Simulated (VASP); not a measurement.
TiAsS3:

```
Ti As S
1.0
     4.53608    0.00000    0.00000
     0.00000    4.53608    0.00000
     0.00000    0.00000    4.53608
Ti As S
1 1 3
Direct
  0.50000 0.50000 0.50000
  0.00000 0.00000 0.00000
  0.00000 0.50000 0.50000
  0.50000 0.00000 0.50000
  0.50000 0.50000 0.00000
```

```yaml
Program: VASP 6.6.1
Task: relaxation of cell and atoms
Functional: PBE
Potentials_or_basis: VASP PAW PBE potentials, release 64 (Ti_sv, As, S)
Cutoff: 600 eV
k_mesh: 4 × 4 × 4
Occupations: gaussian, width 0.1 eV
Spin: no spin polarisation
```

At the start: pressure 8.5 GPa; volume 18.67 Å³/atom.

Problem. How do energy, volume and symmetry change on relaxing?

Solution. Over 3 steps the energy falls by 43.5 meV/atom and the volume is 20.44 Å³/atom (+9.5 %); space group Pm-3m (No. 221, to 0.05 Å).

The path:
```
step  energy change (eV)  largest force (eV/Å)  pressure (GPa)  volume (Å³)
   1              0.0000                0.0000            8.49        93.33
   2             -0.1607                0.0000           -3.47       107.34
   3             -0.2175                0.0000            0.03       102.21
```

Final structure:
```yaml
crystal:
  lattice:
    - [4.67561, 0.00000, 0.00000]
    - [0.00000, 4.67561, 0.00000]
    - [0.00000, 0.00000, 4.67561]
  atoms:
    - { symbol: Ti, position: [0.50000, 0.50000, 0.50000] }
    - { symbol: As, position: [0.00000, 0.00000, 0.00000] }
    - { symbol: S, position: [0.00000, 0.50000, 0.50000] }
    - { symbol: S, position: [0.50000, 0.00000, 0.50000] }
    - { symbol: S, position: [0.50000, 0.50000, 0.00000] }
```
